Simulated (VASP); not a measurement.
# C11O in VASP: notebook, part 2 of 2

VASP 6.6.1. The steps go on from the part before.

## (3) Single point, PBE+D3(BJ)

The input, INCAR:

```
SYSTEM = C11O
PREC     = Accurate       ! precision mode
ENCUT    = 520            ! plane-wave cutoff, eV
EDIFF    = 1E-6           ! SCF threshold, eV
ISMEAR   = 0              ! smearing method
SIGMA    = 0.05           ! smearing width, eV
LREAL    = .False.        ! projectors in reciprocal space
LASPH    = .True.         ! aspherical terms in the spheres
NELM     = 100            ! most SCF steps
ALGO     = Normal         ! electronic algorithm
ISIF     = 2              ! what is computed and relaxed
LWAVE    = .False.        ! write WAVECAR
LCHARG   = .True.         ! write CHGCAR
LDIPOL   = .True.       
IDIPOL   = 3            
DIPOL    = 0.5 0.5 0.320
GGA      = PE             ! functional
IVDW     = 12             ! dispersion correction
LELF     = .True.         ! ELF
LVHAR    = .True.       
LVACPOTAV= .True.       
NBANDS   = 37             ! bands
```

The input, KPOINTS:

```
regular mesh
0
Gamma
  8 7 1
  0 0 0
```

The input, POSCAR:

```
C11O
1.0
    3.6473242347      0.0000000000      0.0000000000
   -1.6658829406      3.9310150970      0.0000000000
    0.0000000000      0.0000000000     23.5809581735
C O
11 1
Direct
    0.5001799340      0.3333933113      0.1696283913
    0.4998200660      0.6666066887      0.1696283913
    0.5001799340      0.8333933113      0.2218942371
    0.4998200660      0.1666066887      0.2218942371
    0.5000212339      0.3353169667      0.2741412245
    0.4999787661      0.6646830333      0.2741412245
    0.5001286265      0.8366480408      0.3266192407
    0.4998713735      0.1633519592      0.3266192407
    0.4997623712      0.3544335279      0.3744953071
    0.5002376288      0.6455664721      0.3744953071
    1.2497623712      0.3544335279      0.5759290218
    1.2497623712      0.3544335279      0.5271608593
```

Potentials or basis: VASP PAW PBE potentials, release 64 (C, O).

Started as:

```sh
$ cat potpaw_PBE.64/C/POTCAR potpaw_PBE.64/O/POTCAR > POTCAR
$ mpirun -np 1 vasp_std > vasp.out
```

OUTCAR:

```text
SYSTEM = C11O
   PREC = Accurate
   ENCUT = 520
   EDIFF = 1E-6
   ISMEAR = 0
   LREAL = .False.
   LASPH = .True.
   NELM = 100
   ISIF = 2
   GGA = PE
   IVDW = 12
 IVDW          = 12

 ion  position               nearest neighbor table
   1  0.500  0.333  0.170-   4 1.42   2 1.42
   2  0.500  0.667  0.170-   3 1.42   1 1.42
   3  0.500  0.833  0.222-   2 1.42   4 1.42   6 1.43
   4  0.500  0.167  0.222-   1 1.42   3 1.42   5 1.43
   5  0.500  0.335  0.274-   6 1.41   4 1.43   8 1.44
   6  0.500  0.665  0.274-   5 1.41   3 1.43   7 1.44
   7  0.500  0.837  0.327-  10 1.39   8 1.40   6 1.44
   8  0.500  0.163  0.327-   9 1.39   7 1.40   5 1.44
   9  0.500  0.354  0.374-  10 1.24   8 1.39
  10  0.500  0.646  0.374-   9 1.24   7 1.39
  11  0.250  0.354  0.576-  12 1.15
  12  0.250  0.354  0.527-  11 1.15

  LATTYP: Found a simple monoclinic cell.
 ALAT       =     3.6473242347
 B/A-ratio  =     6.4652760918
 C/A-ratio  =     1.1705653965
 COS(beta)  =    -0.3901884655

  Lattice vectors:

[... 216 lines left out ...]
      6     -15.6031      2.00000
[... 949 lines left out ...]
     36       5.2014      0.00000
     37       5.3767      0.00000

 [... further k-points ...]

------------------------ aborting loop because EDIFF is reached ----------------------------------------

 Edisp (eV)   -1.25905

 E8    (eV) :    -0.3691

  FORCE on cell =-STRESS in cart. coord.  units (eV):
  Direction    XX          YY          ZZ          XY          YZ          ZX
  --------------------------------------------------------------------------------------
  -------------------------------------------------------------------------------------
  Total       0.06060    -1.50153    -3.54714     0.59912    -0.00773    -0.01223
  in kB       0.28719    -7.11549   -16.80924     2.83914    -0.03664    -0.05798
  external pressure =       -7.88 kB  Pullay stress =        0.00 kB

 VOLUME and BASIS-vectors are now :
 -----------------------------------------------------------------------------
  energy-cutoff  :      520.00
  volume of cell :      338.10
      direct lattice vectors                 reciprocal lattice vectors
     3.647324235  0.000000000  0.000000000     0.274173596  0.116189102  0.000000000
    -1.665882941  3.931015097  0.000000000     0.000000000  0.254387219  0.000000000
     0.000000000  0.000000000 23.580958174     0.000000000  0.000000000  0.042407098

 POSITION                                       TOTAL-FORCE (eV/Angst)
 -----------------------------------------------------------------------------------
      1.26892      1.31057      4.00000        -2.625956      6.143620      1.136044
      0.71252      2.62044      4.00000         2.626132     -6.143454      1.135929
      0.43598      3.27608      5.23248        -0.160304      0.381732     -1.175675
      1.54546      0.65493      5.23248         0.160040     -0.382323     -1.175696
      1.26514      1.31814      6.46451         0.006281     -0.006532      0.000073
      0.71630      2.61288      6.46451        -0.007407      0.007542     -0.000372
      0.43037      3.28888      7.70199        -0.005065      0.012806      0.009020
      1.55107      0.64214      7.70199         0.007873     -0.015029      0.012507
      1.23235      1.39328      8.83096         0.031808     -0.070047      0.032386
      0.74909      2.53773      8.83096        -0.029435      0.074967      0.040741
      0.32052      1.39328     13.58096         0.001108      0.001070     -0.725530
      0.32052      1.39328     12.43096        -0.005075     -0.004353      0.710572
 -----------------------------------------------------------------------------------
    total drift:                               -0.000243     -0.000252     -0.000087

  FREE ENERGIE OF THE ION-ELECTRON SYSTEM (eV)
  ---------------------------------------------------
  free  energy   TOTEN  =       -98.5593006313 eV

  energy  without entropy=      -98.5561401441  energy(sigma->0) =      -98.55772039

 vacuum level on the upper side and lower side of the slab         2.963         3.630
```

OSZICAR:

```text
N       E                     dE             d eps       ncg     rms          rms(c)
DAV:   1     0.372926700728E+03    0.37293E+03   -0.20845E+04  2154   0.109E+03
DAV:   2    -0.505178643338E+02   -0.42344E+03   -0.40625E+03  3065   0.257E+02
DAV:   3    -0.103085504851E+03   -0.52568E+02   -0.51803E+02  2610   0.957E+01
[... 14 lines left out ...]
DAV:  18    -0.973001803844E+02   -0.44585E-04   -0.78817E-06  2194   0.124E-02    0.344E-03
DAV:  19    -0.973002160463E+02   -0.35662E-04   -0.27232E-06  2073   0.668E-03    0.188E-03
DAV:  20    -0.973002357943E+02   -0.19748E-04   -0.80920E-07  2038   0.376E-03    0.107E-03
DAV:  21    -0.973002476889E+02   -0.11895E-04   -0.65433E-07  2074   0.286E-03    0.524E-04
DAV:  22    -0.973002487777E+02   -0.10888E-05   -0.91532E-08  1806   0.114E-03    0.332E-04
DAV:  23    -0.973002486404E+02    0.13726E-06   -0.61691E-08  1666   0.825E-04
   1 F= -.98559301E+02 E0= -.98557720E+02  d E =-.316049E-02
```

It took 9.7 min on 1 thread of Intel Xeon 6975P-C, shared host; peak memory 0.56 GiB.

Results:

```yaml
Free_energy: -98.5593 eV
Largest_force: 6.777 eV/Å
Band_gap_on_the_k_mesh: zero (band 25 reaches -2.28 eV, above the bottom of band 26 at -3.02 eV)
Dispersion_energy_per_atom: -0.105 eV
```

Forces in eV/Å, atoms in the order of the input:
```
C   -2.626  6.144  1.136
C    2.626 -6.143  1.136
C   -0.160  0.382 -1.176
C    0.160 -0.382 -1.176
C    0.006 -0.007  0.000
C   -0.007  0.008  0.000
C   -0.005  0.013  0.009
C    0.008 -0.015  0.013
C    0.032 -0.070  0.032
C   -0.029  0.075  0.041
C    0.001  0.001 -0.726
O   -0.005 -0.004  0.711
```

## (4) Single point, PBE+D3(BJ)

The input, INCAR:

```
SYSTEM = C11O
PREC = Accurate ; ENCUT = 520
EDIFF = 1E-6 ; ISMEAR = 0
SIGMA = 0.05 ; LREAL = .False.
LASPH = .True. ; NELM = 60
ALGO = Normal ; ISIF = 2
LWAVE = .False. ; LCHARG = .False.
LDIPOL = .True. ; IDIPOL = 3
DIPOL = 0.5 0.5 0.320 ; GGA = PE
IVDW = 12 ; NBANDS = 37
```

KPOINTS is that of step 3.

Edit POSCAR of step 3 so:

```diff
@@ -18,3 +18,3 @@
     0.5002376288      0.6455664721      0.3744953071
-    1.2497623712      0.3544335279      0.5759290218
-    1.2497623712      0.3544335279      0.5271608593
+    0.9997623712      1.1044335279      0.5759290218
+    0.9997623712      1.1044335279      0.5271608593
```

Potentials or basis: VASP PAW PBE potentials, release 64 (C, O).

Started as:

```sh
$ cat potpaw_PBE.64/C/POTCAR potpaw_PBE.64/O/POTCAR > POTCAR
$ mpirun -np 1 vasp_std > vasp.out
```

OUTCAR:

```text
SYSTEM = C11O
   PREC = Accurate
   ENCUT = 520
   EDIFF = 1E-6
   ISMEAR = 0
   LREAL = .False.
   LASPH = .True.
   NELM = 60
   ISIF = 2
   GGA = PE
   IVDW = 12
 IVDW          = 12

 ion  position               nearest neighbor table
   1  0.500  0.333  0.170-   4 1.42   2 1.42
   2  0.500  0.667  0.170-   3 1.42   1 1.42
   3  0.500  0.833  0.222-   2 1.42   4 1.42   6 1.43
   4  0.500  0.167  0.222-   1 1.42   3 1.42   5 1.43
   5  0.500  0.335  0.274-   6 1.41   4 1.43   8 1.44
   6  0.500  0.665  0.274-   5 1.41   3 1.43   7 1.44
   7  0.500  0.837  0.327-  10 1.39   8 1.40   6 1.44
   8  0.500  0.163  0.327-   9 1.39   7 1.40   5 1.44
   9  0.500  0.354  0.374-  10 1.24   8 1.39
  10  0.500  0.646  0.374-   9 1.24   7 1.39
  11  1.000  0.104  0.576-  12 1.15
  12  1.000  0.104  0.527-  11 1.15

  LATTYP: Found a simple monoclinic cell.
 ALAT       =     3.6473242347
 B/A-ratio  =     6.4652760918
 C/A-ratio  =     1.1705653965
 COS(beta)  =    -0.3901884655

  Lattice vectors:

 A1 = (   3.6473242347,   0.0000000000,   0.0000000000)
 A2 = (   0.0000000000,   0.0000000000, -23.5809581735)
 A3 = (  -1.6658829406,   3.9310150970,   0.0000000000)

Analysis of symmetry for initial positions (statically):
=====================================================================
 Subroutine PRICEL returns:
 Original cell was already a primitive cell.

 Routine SETGRP: Setting up the symmetry group for a
 simple monoclinic supercell.

 Subroutine GETGRP returns: Found  1 space group operations
 (whereof  1 operations were pure point group operations)
 out of a pool of  4 trial point group operations.

The static configuration has the point symmetry C_1 .

Analysis of symmetry for dynamics (positions and initial velocities):
=====================================================================
[... 167 lines left out ...]

 dipolmoment           0.000000      0.000000      0.013358 electrons x Angstroem

 number of electron      49.9999999 magnetization

 dipolmoment           0.000000      0.000000     -0.052086 electrons x Angstroem

 Free energy of the ion-electron system (eV)
  ---------------------------------------------------
  ext. energy  EPLUGINS =         0.00000000
  ---------------------------------------------------
  free energy    TOTEN  =       -97.30475147 eV

  energy without entropy =      -97.30159698  energy(sigma->0) =      -97.30317423

 E-fermi :  -2.9125     XC(G=0):  -4.4066

 val. band max:       -2.9138486333   @ k =  -0.1250   0.4286   0.0000
 cond. band min:      -2.8498225398   @ k =  -0.2500   0.4286   0.0000
 fundamental gap:      0.0640260935
 Fermi energy:        -2.9125124857

 k-point     1 :       0.0000    0.0000    0.0000
  band No.  band energies     occupation
      1     -26.7811      2.00000
      2     -21.6306      2.00000
      3     -19.7832      2.00000
      4     -17.0733      2.00000
      5     -16.2116      2.00000
      6     -15.6086      2.00000
[... 949 lines left out ...]
     36       5.1972      0.00000
     37       5.3868      0.00000

 [... further k-points ...]

------------------------ aborting loop because EDIFF is reached ----------------------------------------

 vacuum level on the upper side and lower side of the slab       (xc-potential included)        -0.328         0.314

 Edisp (eV)   -1.25842

 E8    (eV) :    -0.3688

  FORCE on cell =-STRESS in cart. coord.  units (eV):
  Direction    XX          YY          ZZ          XY          YZ          ZX
  --------------------------------------------------------------------------------------
  -------------------------------------------------------------------------------------
  Total       0.06008    -1.49713    -3.62113     0.59754    -0.00250    -0.00379
  in kB       0.28472    -7.09462   -17.15988     2.83161    -0.01186    -0.01798
  external pressure =       -7.99 kB  Pullay stress =        0.00 kB

 VOLUME and BASIS-vectors are now :
 -----------------------------------------------------------------------------
  energy-cutoff  :      520.00
  volume of cell :      338.10
      direct lattice vectors                 reciprocal lattice vectors
     3.647324235  0.000000000  0.000000000     0.274173596  0.116189102  0.000000000
    -1.665882941  3.931015097  0.000000000     0.000000000  0.254387219  0.000000000
     0.000000000  0.000000000 23.580958174     0.000000000  0.000000000  0.042407098

 POSITION                                       TOTAL-FORCE (eV/Angst)
 -----------------------------------------------------------------------------------
      1.26892      1.31057      4.00000        -2.625945      6.142943      1.136000
      0.71252      2.62044      4.00000         2.626007     -6.142831      1.135916
      0.43598      3.27608      5.23248        -0.160622      0.382067     -1.175541
      1.54546      0.65493      5.23248         0.160641     -0.382333     -1.175560
      1.26514      1.31814      6.46451         0.006645     -0.006671      0.000998
      0.71630      2.61288      6.46451        -0.007063      0.007377      0.000725
      0.43037      3.28888      7.70199        -0.006151      0.016313      0.011776
      1.55107      0.64214      7.70199         0.007425     -0.017679      0.013935
      1.23235      1.39328      8.83096         0.030365     -0.068397      0.039402
      0.74909      2.53773      8.83096        -0.030066      0.070541      0.043879
      3.47248      0.41053     13.58096         0.000259      0.000495     -0.728643
      3.47248      0.41053     12.43096        -0.001496     -0.001825      0.697112
 -----------------------------------------------------------------------------------
    total drift:                               -0.000248     -0.000252     -0.000014

  FREE ENERGIE OF THE ION-ELECTRON SYSTEM (eV)
  ---------------------------------------------------
  free  energy   TOTEN  =       -98.5631735453 eV

  energy  without entropy=      -98.5600190563  energy(sigma->0) =      -98.56159630

 vacuum level on the upper side and lower side of the slab         2.961         3.619
```

Run time: 9.5 min. Hardware: 1 thread of Intel Xeon 6975P-C, shared host; peak memory 0.56 GiB.

What came out:

- Free energy: -98.5632 eV
- Largest force: 6.777 eV/Å
- Band gap on the k mesh: zero (band 25 reaches -2.29 eV, above the bottom of band 26 at -3.02 eV)
- Dispersion energy per atom: -0.105 eV

Forces in eV/Å, atoms in the order of the input:
```
C   -2.626  6.143  1.136
C    2.626 -6.143  1.136
C   -0.161  0.382 -1.176
C    0.161 -0.382 -1.176
C    0.007 -0.007  0.001
C   -0.007  0.007  0.001
C   -0.006  0.016  0.012
C    0.007 -0.018  0.014
C    0.030 -0.068  0.039
C   -0.030  0.071  0.044
C    0.000  0.000 -0.729
O   -0.001 -0.002  0.697
```

Levels at points of the mesh, in eV from the Fermi level:
| k point | band 23 | band 24 | band 25 | band 26 | band 27 | band 28 |
| --- | --- | --- | --- | --- | --- | --- |
| (0.00, 0.00, 0.00) | -1.38 | -1.33 | 0.62 | 0.68 | 1.27 | 1.75 |
| (0.50, 0.00, 0.00) | -1.07 | -0.75 | 0.08 | 1.13 | 1.29 | 1.93 |

## (5) Single point, PBE+D3(BJ)

The input, INCAR:

```
SYSTEM = C11O
PREC = Accurate ; ENCUT = 520
EDIFF = 1E-6 ; ISMEAR = 0
SIGMA = 0.05 ; LREAL = .FALSE.
LASPH = .TRUE. ; NELM = 60
ALGO = Normal ; ISIF = 2
LWAVE = .FALSE. ; LCHARG = .FALSE.
LDIPOL = .TRUE. ; IDIPOL = 3
DIPOL = 0.5 0.5 0.320 ; GGA = PE
IVDW = 12 ; NBANDS = 37
```

The input, KPOINTS:

```
regular mesh
0
G
  8 7 1
  0 0 0
```

Edit POSCAR of step 4 so:

```diff
@@ -18,3 +18,3 @@
     0.5002376288      0.6455664721      0.3744953071
-    0.9997623712      1.1044335279      0.5759290218
-    0.9997623712      1.1044335279      0.5271608593
+    1.2497623712      0.8544335279      0.5759290218
+    1.2497623712      0.8544335279      0.5271608593
```

Potentials or basis: VASP PAW PBE potentials, release 64 (C, O).

Started as:

```sh
$ cat potpaw_PBE.64/C/POTCAR potpaw_PBE.64/O/POTCAR > POTCAR
$ mpirun -np 1 vasp_std > vasp.out
```

OUTCAR:

```text
SYSTEM = C11O
   PREC = Accurate
   ENCUT = 520
   EDIFF = 1E-6
   ISMEAR = 0
   LREAL = .FALSE.
   LASPH = .TRUE.
   NELM = 60
   ISIF = 2
   GGA = PE
   IVDW = 12
 IVDW          = 12

 ion  position               nearest neighbor table
   1  0.500  0.333  0.170-   4 1.42   2 1.42
   2  0.500  0.667  0.170-   3 1.42   1 1.42
   3  0.500  0.833  0.222-   2 1.42   4 1.42   6 1.43
   4  0.500  0.167  0.222-   1 1.42   3 1.42   5 1.43
   5  0.500  0.335  0.274-   6 1.41   4 1.43   8 1.44
[... 1203 lines left out ...]
 VOLUME and BASIS-vectors are now :
 -----------------------------------------------------------------------------
  energy-cutoff  :      520.00
  volume of cell :      338.10
      direct lattice vectors                 reciprocal lattice vectors
     3.647324235  0.000000000  0.000000000     0.274173596  0.116189102  0.000000000
    -1.665882941  3.931015097  0.000000000     0.000000000  0.254387219  0.000000000
     0.000000000  0.000000000 23.580958174     0.000000000  0.000000000  0.042407098

 POSITION                                       TOTAL-FORCE (eV/Angst)
 -----------------------------------------------------------------------------------
      1.26892      1.31057      4.00000        -2.626081      6.143330      1.135966
      0.71252      2.62044      4.00000         2.626186     -6.143309      1.136045
      0.43598      3.27608      5.23248        -0.160644      0.382650     -1.175581
      1.54546      0.65493      5.23248         0.160379     -0.382278     -1.175572
      1.26514      1.31814      6.46451         0.007167     -0.007672      0.000692
      0.71630      2.61288      6.46451        -0.006824      0.006476      0.001117
      0.43037      3.28888      7.70199        -0.008797      0.018731      0.014742
      1.55107      0.64214      7.70199         0.007710     -0.015983      0.011246
      1.23235      1.39328      8.83096         0.028757     -0.068703      0.045256
      0.74909      2.53773      8.83096        -0.026841      0.066018      0.037216
     -0.51242      3.35879     13.58096         0.000389     -0.000386     -0.728504
     -0.51242      3.35879     12.43096        -0.001402      0.001127      0.697378
 -----------------------------------------------------------------------------------
    total drift:                               -0.000246     -0.000254     -0.000067

  FREE ENERGIE OF THE ION-ELECTRON SYSTEM (eV)
  ---------------------------------------------------
  free  energy   TOTEN  =       -98.5633604415 eV

  energy  without entropy=      -98.5602194100  energy(sigma->0) =      -98.56178993

 vacuum level on the upper side and lower side of the slab         2.956         3.622
```

Run time: 9.3 min. Hardware: 1 thread of Intel Xeon 6975P-C, shared host; peak memory 0.56 GiB.

Results:

- Free energy: -98.5634 eV
- Largest force: 6.777 eV/Å
- Band gap on the k mesh: zero (band 25 reaches -2.28 eV, above the bottom of band 26 at -3.02 eV)
- Dispersion energy per atom: -0.105 eV

Forces in eV/Å, atoms in the order of the input:
```
C   -2.626  6.143  1.136
C    2.626 -6.143  1.136
C   -0.161  0.383 -1.176
C    0.160 -0.382 -1.176
C    0.007 -0.008  0.001
C   -0.007  0.006  0.001
C   -0.009  0.019  0.015
C    0.008 -0.016  0.011
C    0.029 -0.069  0.045
C   -0.027  0.066  0.037
C    0.000  0.000 -0.729
O   -0.001  0.001  0.697
```

Levels at points of the mesh, in eV from the Fermi level:
```csv
k point,band 21,band 22,band 23,band 24,band 25,band 26,band 27,band 28,band 29,band 30
"(0.00, 0.00, 0.00)",-2.06,-1.46,-1.38,-1.33,0.62,0.68,1.27,1.75,2.25,3.42
"(0.50, 0.00, 0.00)",-2.74,-1.75,-1.07,-0.76,0.08,1.12,1.29,1.93,2.10,2.51
```
